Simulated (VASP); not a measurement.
# In (P6_3/mmc) in VASP: notebook

The runs below take In through single point, with PBE.

Program: VASP 6.6.1. These are calculated values, not measurements. Logs are shortened: lines on timing, memory, paths and dates and some standing lists are left out, and cuts for length are marked.

## 1. The cell of the first run

Symmetry: P6_3/mmc, No. 194, hexagonal system. Conventional cell: a = 2.791 Å, b = 2.791 Å, c = 4.531 Å, α = 90.00°, β = 90.00°, γ = 120.00°. In (site symmetry -6m2) has 12 In at 2.78 to 2.79 Å within 3.7 Å.

## 2. Single point, PBE

The input, INCAR:

```
SYSTEM = In
PREC = Accurate
ENCUT = 520
EDIFF = 1E-6
ISMEAR = -1
SIGMA = 0.08
LREAL = .FALSE.
LASPH = .TRUE.
NELM = 80
ALGO = Normal
ISIF = 2
LWAVE = .FALSE.
LCHARG = .TRUE.
GGA = PE
LELF = .TRUE.
LVHAR = .TRUE.
NBANDS = 20
```

The input, KPOINTS:

```
regular mesh
0
G
  13 13 7
  0 0 0
```

The input, POSCAR:

```
In
1.0
    2.7906536741      0.0000000000      0.0000000000
   -1.3953268371      2.4167769750      0.0000000000
    0.0000000000      0.0000000000      4.5309621565
In
2
Direct
    0.3333333333      0.6666666667      0.2500000000
    0.6666666667      0.3333333333      0.7500000000
```

Potentials or basis: VASP PAW PBE potentials, release 64 (In_d).

On the command line:

```
> cat potpaw_PBE.64/In_d/POTCAR > POTCAR
> mpirun -np 1 vasp_std > vasp.out
```

OUTCAR:

```text
SYSTEM = In
   PREC = Accurate
   ENCUT = 520
   EDIFF = 1E-6
   ISMEAR = -1
   LREAL = .FALSE.
   LASPH = .TRUE.
   NELM = 80
   ISIF = 2
   GGA = PE

 ion  position               nearest neighbor table
   1  0.333  0.667  0.250-   2 2.78   2 2.78   2 2.78   2 2.78   2 2.78   2 2.78   2 3.94   2 3.94
                             2 3.94   2 3.94   2 3.94   2 3.94
   2  0.667  0.333  0.750-   1 2.78   1 2.78   1 2.78   1 2.78   1 2.78   1 2.78   1 3.94   1 3.94
                             1 3.94   1 3.94   1 3.94   1 3.94

  LATTYP: Found a hexagonal cell.
 ALAT       =     2.7906536741
 C/A-ratio  =     1.6236203720

  Lattice vectors:

 A1 = (   2.7906536741,   0.0000000000,   0.0000000000)
 A2 = (  -1.3953268371,   2.4167769750,   0.0000000000)
 A3 = (   0.0000000000,   0.0000000000,   4.5309621565)

Analysis of symmetry for initial positions (statically):
=====================================================================
 Subroutine PRICEL returns:
 Original cell was already a primitive cell.

 Routine SETGRP: Setting up the symmetry group for a
 hexagonal supercell.

 Subroutine GETGRP returns: Found 24 space group operations
 (whereof 12 operations were pure point group operations)
 out of a pool of 24 trial point group operations.

The static configuration has the point symmetry D_3d.
 The point group associated with its full space group is D_6h.

Analysis of symmetry for dynamics (positions and initial velocities):
=====================================================================
 Subroutine PRICEL returns:
 Original cell was already a primitive cell.

 Routine SETGRP: Setting up the symmetry group for a
 hexagonal supercell.

 Subroutine GETGRP returns: Found 24 space group operations
 (whereof 12 operations were pure point group operations)
 out of a pool of 24 trial point group operations.

The dynamic configuration has the point symmetry D_3d.
 The point group associated with its full space group is D_6h.

 Subroutine INISYM returns: Found 24 space group operations
 (whereof 12 operations are pure point group operations),
 and found     1 'primitive' translations

----------------------------------------------------------------------------------------

                                     Primitive cell

  volume of cell :      30.5586

  direct lattice vectors                    reciprocal lattice vectors
     2.790653674  0.000000000  0.000000000     0.358338983  0.206887108  0.000000000
    -1.395326837  2.416776975  0.000000000     0.000000000  0.413774217  0.000000000
     0.000000000  0.000000000  4.530962157     0.000000000  0.000000000  0.220703675

  length of vectors
     2.790653674  2.790653674  4.530962157     0.413774217  0.413774217  0.220703675

  position of ions in fractional coordinates (direct lattice)
     0.333333333  0.666666667  0.250000000
     0.666666667  0.333333333  0.750000000

  ion indices of the primitive-cell ions
   primitive index   ion index
                 1           1
                 2           2

----------------------------------------------------------------------------------------

 KPOINTS: regular mesh

Automatic generation of k-mesh.
 Grid dimensions read from file:
 generate k-points for:   13   13    7

 Generating k-lattice:

  Cartesian coordinates                     Fractional coordinates (reciprocal lattice)
     0.027564537  0.015914393  0.000000000     0.076923077 -0.000000000  0.000000000
     0.000000000  0.031828786  0.000000000     0.000000000  0.076923077  0.000000000
     0.000000000  0.000000000  0.031529096     0.000000000  0.000000000  0.142857143

  Length of vectors
     0.031828786  0.031828786  0.031529096

  Shift w.r.t. Gamma in fractional coordinates (k-lattice)
     0.000000000  0.000000000  0.000000000

 Subroutine IBZKPT returns following result:
 ===========================================

 Found     84 irreducible k-points:

 Following reciprocal coordinates:
            Coordinates               Weight
  0.000000  0.000000  0.000000      1.000000
  0.076923  0.000000  0.000000      6.000000
  0.153846  0.000000  0.000000      6.000000
  0.230769 -0.000000  0.000000      6.000000
  0.307692  0.000000  0.000000      6.000000
  0.384615  0.000000  0.000000      6.000000
[... 16 lines left out ...]
  0.076923  0.000000  0.142857     12.000000
  0.153846  0.000000  0.142857     12.000000
 [... further k-points ...]
   k-points           NKPTS =     84   k-points in BZ     NKDIM =     84   number of bands    NBANDS=     20
   number of dos      NEDOS =    301   number of ions     NIONS =      2
   total plane-waves  NPLWV =  20736
   dimension x,y,z NGX =    24 NGY =   24 NGZ =   36
   dimension x,y,z NGXF=    48 NGYF=   48 NGZF=   72
   ions per type =               2
   NGX,Y,Z   is equivalent  to a cutoff of  14.30, 14.30, 13.21 a.u.
   NGXF,Y,Z  is equivalent  to a cutoff of  28.59, 28.59, 26.42 a.u.
 SYSTEM =  In
   PREC   = accura    normal or accurate (medium, high low for compatibility)
   ISTART =      0    job   : 0-new  1-cont  2-samecut
   ICHARG =      2    charge: 1-file 2-atom 10-const
   ISPIN  =      1    spin polarized calculation?
   LNONCOLLINEAR =      F non collinear calculations
   LSORBIT =      F    spin-orbit coupling
   LASPH  =      T    aspherical Exc in radial PAW
   ENCUT  =  520.0 eV  38.22 Ry    6.18 a.u.   5.19  5.19  8.42*2*pi/ulx,y,z
   NELM   =     80;   NELMIN=  2; NELMDL= -5     # of ELM steps
   EDIFF  = 0.1E-05   stopping-criterion for ELM
   LREAL  =      F    real-space projection
   EDIFFG = 0.1E-04   stopping-criterion for IOM
   NSW    =      0    number of steps for IOM
   IBRION =     -1    ionic relax: 0-MD 1-quasi-New 2-CG
   NFREE  =      0    steps in history (QN), initial steepest desc. (CG)
   ISIF   =      2    stress and relaxation
   ISYM   =      2    0-nonsym 1-usesym 2-fastsym
   POTIM  = 0.5000    time-step for ionic-motion
   TEBEG  =    0.0;   TEEND  =   0.0 temperature during run
   PSTRESS=    0.0 pullay stress
   NELECT =      26.0000    total number of electrons
   NUPDOWN=      -1.0000    fix difference up-down
   EMIN   =  10.00;   EMAX   =-10.00  energy-range for DOS
   EFERMI =   0.00;   METHOD = LEGACY
   ISMEAR =    -1;   SIGMA  =   0.08  broadening in eV -4-tet -1-fermi 0-gaus
   EFERMI_NEDOS =   21; number of points for ismear=-14 and -15
   IALGO  =     38    algorithm
   IMIX   =      4    mixing-type and parameters
     AMIX     =   0.40;   BMIX     =  1.00
     AMIX_MAG =   1.60;   BMIX_MAG =  1.00
  volume/ion in A,a.u.               =      15.28       103.11
  Fermi-wavevector in a.u.,A,eV,Ry     =   1.551273  2.931481 32.741721  2.406449
  Thomas-Fermi vector in A             =   2.655816
   LORBIT       =      0    0 simple, 1 ext, 2 COOP (PROOUT), +10 PAW based schemes
   GGA     = PE    functional components
   LHFCALC =     F    Hartree Fock is set to
   AEXX    =    0.0000 exact exchange contribution
   IVDW    =     0    specifies the selected vdW correction
   LEPSILON=     F    determine dielectric tensor
   LRPA    =     F    only Hartree local field effects (RPA)
 non-spin polarized calculation
  energy-cutoff  :      520.00
  volume of cell :       30.56
 maximum number of plane-waves:       839
 NGX is ok and might be reduce to    24

 number of electron      26.0000013 magnetization

 Free energy of the ion-electron system (eV)
  ---------------------------------------------------
  ext. energy  EPLUGINS =         0.00000000
  ---------------------------------------------------
  free energy    TOTEN  =        -1.07634777 eV

  energy without entropy =       -1.06222686  energy(sigma->0) =       -1.06928731

 E-fermi :  16.0893     XC(G=0): -13.0962

 val. band max:       16.0863101760   @ k =   0.2308   0.1538   0.1429
 cond. band min:      16.1375950208   @ k =   0.2308   0.2308   0.1429
 fundamental gap:      0.0512848448
 Fermi energy:        16.0893273011

 k-point     1 :       0.0000    0.0000    0.0000
  band No.  band energies     occupation
      1      -0.9417      2.00000
      2      -0.3004      2.00000
      3      -0.2269      2.00000
      4      -0.2269      2.00000
      5      -0.0895      2.00000
      6      -0.0895      2.00000
[... 12 lines left out ...]
     19      30.7153      0.00000
     20      30.7153      0.00000

 k-point     2 :       0.0769    0.0000    0.0000
  band No.  band energies     occupation
      1      -0.8933      2.00000
      2      -0.3539      2.00000
      3      -0.1678      2.00000
      4      -0.1666      2.00000
      5      -0.1004      2.00000
      6      -0.0340      2.00000
[... 12 lines left out ...]
     19      31.7572      0.00000
     20      32.0759      0.00000

 k-point     3 :       0.1538    0.0000    0.0000
  band No.  band energies     occupation
      1      -0.8093      2.00000
      2      -0.4146      2.00000
      3      -0.1667      2.00000
      4      -0.0588      2.00000
      5      -0.0231      2.00000
      6       0.0032      2.00000
[... 12 lines left out ...]
     19      30.0779      0.00000
     20      31.5998      0.00000

 k-point     4 :       0.2308   -0.0000    0.0000
  band No.  band energies     occupation
      1      -0.8511      2.00000
      2      -0.4147      2.00000
      3      -0.2789      2.00000
      4      -0.1763      2.00000
      5      -0.0890      2.00000
      6       0.1517      2.00000
[... 12 lines left out ...]
     19      29.1506      0.00000
     20      31.8069      0.00000

 k-point     5 :       0.3077    0.0000    0.0000
  band No.  band energies     occupation
      1      -0.9855      2.00000
      2      -0.5306      2.00000
      3      -0.5017      2.00000
      4      -0.1851      2.00000
      5      -0.0422      2.00000
      6       0.2287      2.00000
[... 12 lines left out ...]
     19      28.2564      0.00000
     20      30.1462      0.00000
[... 353 lines left out ...]
      6      -0.0065      2.00000
[... 12 lines left out ...]
     19      22.2560      0.00000
     20      35.2778      0.00000

 k-point    22 :       0.0000    0.0000    0.1429
  band No.  band energies     occupation
      1      -0.9057      2.00000
      2      -0.3164      2.00000
      3      -0.2608      2.00000
      4      -0.2608      2.00000
      5      -0.1161      2.00000
      6      -0.1161      2.00000
[... 12 lines left out ...]
     19      30.6329      0.00000
     20      30.6329      0.00000

 k-point    23 :       0.0769    0.0000    0.1429
  band No.  band energies     occupation
      1      -0.8582      2.00000
      2      -0.3509      2.00000
      3      -0.2330      2.00000
      4      -0.2085      2.00000
      5      -0.1311      2.00000
      6      -0.0614      2.00000
[... 12 lines left out ...]
     19      30.9456      0.00000
     20      31.6083      0.00000

 k-point    24 :       0.1538    0.0000    0.1429
  band No.  band energies     occupation
      1      -0.7805      2.00000
      2      -0.3956      2.00000
      3      -0.2229      2.00000
      4      -0.1884      2.00000
      5      -0.0910      2.00000
      6       0.0909      2.00000
[... 12 lines left out ...]
     19      30.3029      0.00000
     20      31.5527      0.00000

 [... further k-points ...]
[... 5 lines left out ...]
  --------------------------------------------------------------------------------------
  -------------------------------------------------------------------------------------
  Total       18.1164061     18.1164061     18.1270242     -0.0000000     -0.0000000      0.0000000
  in kB      949.8382985    949.8382986    950.3950018     -0.0000000     -0.0000000      0.0000000
  external PRESSURE =     950.0238663 kB  Pullay stress =       0.0000000 kB

 VOLUME and BASIS-vectors are now :
 -----------------------------------------------------------------------------
  energy-cutoff  :      520.00
  volume of cell :       30.56
      direct lattice vectors                 reciprocal lattice vectors
     2.790653674  0.000000000  0.000000000     0.358338983  0.206887108  0.000000000
    -1.395326837  2.416776975  0.000000000     0.000000000  0.413774217  0.000000000
     0.000000000  0.000000000  4.530962157     0.000000000  0.000000000  0.220703675

 POSITION                                       TOTAL-FORCE (eV/Angst)
 -----------------------------------------------------------------------------------
     -0.00000      1.61118      1.13274         0.000000      0.000000      0.000000
      1.39533      0.80559      3.39822        -0.000000     -0.000000      0.000000
 -----------------------------------------------------------------------------------
    total drift:                                0.000000     -0.000000      0.000000

  FREE ENERGIE OF THE ION-ELECTRON SYSTEM (eV)
  ---------------------------------------------------
  free  energy   TOTEN  =        -1.0763477717 eV

  energy  without entropy=       -1.0622268565  energy(sigma->0) =       -1.06928731
```

Run time: 58 s. Hardware: 1 thread of Intel Xeon 8259CL, shared host; peak memory 0.18 GiB.

Results:

```
Free energy            : -1.0763 eV
Pressure               : 95.0 GPa
Band gap on the k mesh : zero (band 13 reaches 20.60 eV, above the bottom of band 14 at 13.01 eV)
```

Caveat: spin-orbit coupling is left out, which moves the levels of the heavy elements.

## 3. Single point, PBE

The input, INCAR:

```
PREC = Accurate
ENCUT = 520
EDIFF = 1E-7
ISMEAR = -1
SIGMA = 0.08
LREAL = False
LASPH = True
NELM = 100
ALGO = Normal
ISIF = 2
LWAVE = False
LCHARG = False
GGA = PE
NBANDS = 20
```

The input, KPOINTS:

```
Automatic mesh
0
Gamma
  13 13 7
```

POSCAR: that of step 2 with these lines changed.

```diff
@@ -2,3 +2,3 @@
 1.0
-    2.7906536741      0.0000000000      0.0000000000
+    2.7906536742      0.0000000000      0.0000000000
    -1.3953268371      2.4167769750      0.0000000000
```

Potentials or basis: VASP PAW PBE potentials, release 64 (In_d).

On the command line:

```
> cat potpaw_PBE.64/In_d/POTCAR > POTCAR
> mpirun -np 1 vasp_std > vasp.out
```

Run time: 67 s. Hardware: 1 thread of Intel Xeon 8259CL, shared host; peak memory 0.18 GiB.

The run converged. Its results:

```
Free energy            : -1.0763 eV
Pressure               : 95.0 GPa
Band gap on the k mesh : zero (band 13 reaches 20.60 eV, above the bottom of band 14 at 13.01 eV)
```

Levels at points of the mesh, in eV from the Fermi level:
| k point | band 9 | band 10 | band 11 | band 12 | band 13 | band 14 | band 15 | band 16 | band 17 | band 18 |
| --- | --- | --- | --- | --- | --- | --- | --- | --- | --- | --- |
| (0.00, 0.00, 0.00) | -15.26 | -15.26 | -14.81 | -6.75 | -4.63 | 11.09 | 12.20 | 12.20 | 13.07 | 13.13 |

Caveat: spin-orbit coupling is left out, which moves the levels of the heavy elements.

## 4. Single point, PBE

The input, INCAR:

```
SYSTEM = In
PREC = Accurate
ENCUT = 520
EDIFF = 1E-6
ISMEAR = -1
SIGMA = 0.08
LREAL = .FALSE.
LASPH = .TRUE.
NELM = 100
ALGO = Normal
ISIF = 2
LWAVE = .FALSE.
LCHARG = .FALSE.
GGA = PE
NBANDS = 20
```

The input, KPOINTS:

```
Automatic mesh
0
G
  13 13 7
  0 0 0
```

POSCAR is that of step 3.

On the command line:

```
> cat potpaw_PBE.64/In_d/POTCAR > POTCAR
> mpirun -np 1 vasp_std > vasp.out
```

It took 55 s on 1 thread of Intel Xeon 8259CL, shared host; peak memory 0.18 GiB.

It converged, with:

```
Free energy            : -1.0763 eV
Pressure               : 95.0 GPa
Band gap on the k mesh : zero (band 13 reaches 20.60 eV, above the bottom of band 14 at 13.01 eV)
```

Levels at points of the mesh, in eV from the Fermi level:
```csv
k point,band 10,band 11,band 12,band 13,band 14,band 15,band 16,band 17
"(0.00, 0.00, 0.00)",-15.26,-14.81,-6.75,-4.63,11.09,12.20,12.20,13.07
```

Caveat: spin-orbit coupling is left out, which moves the levels of the heavy elements.

## 5. Single point, PBE

This run uses another cell than the first one, of 18.06 Å³/atom, 1.182 times its volume.

The input, INCAR:

```
SYSTEM = In
  PREC = Accurate
  ENCUT = 520
  EDIFF = 1E-6
  ISMEAR = -1
  SIGMA = 0.08
  LREAL = .FALSE.
  LASPH = .TRUE.
  NELM = 80
  ALGO = Normal
  ISIF = 2
  LWAVE = .FALSE.
  LCHARG = .FALSE.
  GGA = PE
  NBANDS = 20
```

KPOINTS is that of step 4.

The input, POSCAR:

```
In
1.0
    2.9566971661      0.0000000000      0.0000000000
   -1.4783485830      2.5605748571      0.0000000000
    0.0000000000      0.0000000000      4.7702297648
In
2
Direct
    0.3333333333      0.6666666667      0.2500000000
    0.6666666667      0.3333333333      0.7500000000
```

On the command line:

```
> cat potpaw_PBE.64/In_d/POTCAR > POTCAR
> mpirun -np 1 vasp_std > vasp.out
```

Wall time 55 s (1 thread of Intel Xeon 8259CL, shared host); peak memory 0.18 GiB.

Results (log left out):

* Free energy: -3.3828 eV
* Pressure: 44.3 GPa
* Band gap on the k mesh: zero (band 13 reaches 16.91 eV, above the bottom of band 14 at 9.94 eV)

Stress tensor (GPa, compression positive):
```
44.37  0.00  0.00
 0.00 44.37  0.00
 0.00  0.00 44.17
```

Levels at points of the mesh, in eV from the Fermi level:
| k point | band 9 | band 10 | band 11 | band 12 | band 13 | band 14 | band 15 | band 16 | band 17 | band 18 |
| --- | --- | --- | --- | --- | --- | --- | --- | --- | --- | --- |
| (0.00, 0.00, 0.00) | -14.82 | -14.82 | -12.86 | -5.46 | -4.47 | 10.79 | 10.79 | 11.20 | 12.77 | 13.08 |

Caveat: spin-orbit coupling is left out, which moves the levels of the heavy elements.

## 6. Single point, PBE

The input, INCAR:

```
PREC = Accurate
ENCUT = 520
EDIFF = 1E-6
ISMEAR = -1
SIGMA = 0.08
LREAL = False
LASPH = True
NELM = 60
ALGO = Normal
ISIF = 2
LWAVE = False
LCHARG = False
GGA = PE
NBANDS = 20
```

The input, KPOINTS:

```
Automatic mesh
0
Gamma
  13 13 7
```

POSCAR is that of step 5.

Potentials or basis: VASP PAW PBE potentials, release 64 (In_d).

On the command line:

```
> cat potpaw_PBE.64/In_d/POTCAR > POTCAR
> mpirun -np 1 vasp_std > vasp.out
```

Wall time 58 s (1 thread of Intel Xeon 8259CL, shared host); peak memory 0.19 GiB.

Results (log left out):

```
Free energy            : -3.3828 eV
Pressure               : 44.3 GPa
Band gap on the k mesh : zero (band 13 reaches 16.91 eV, above the bottom of band 14 at 9.94 eV)
```

Stress tensor (GPa, compression positive):
```
44.37  0.00  0.00
 0.00 44.37  0.00
 0.00  0.00 44.17
```

Levels at points of the mesh, in eV from the Fermi level:
| k point | band 9 | band 10 | band 11 | band 12 | band 13 | band 14 | band 15 | band 16 | band 17 | band 18 |
| --- | --- | --- | --- | --- | --- | --- | --- | --- | --- | --- |
| (0.00, 0.00, 0.00) | -14.82 | -14.82 | -12.86 | -5.46 | -4.47 | 10.79 | 10.79 | 11.20 | 12.77 | 13.08 |

Caveat: spin-orbit coupling is left out, which moves the levels of the heavy elements.
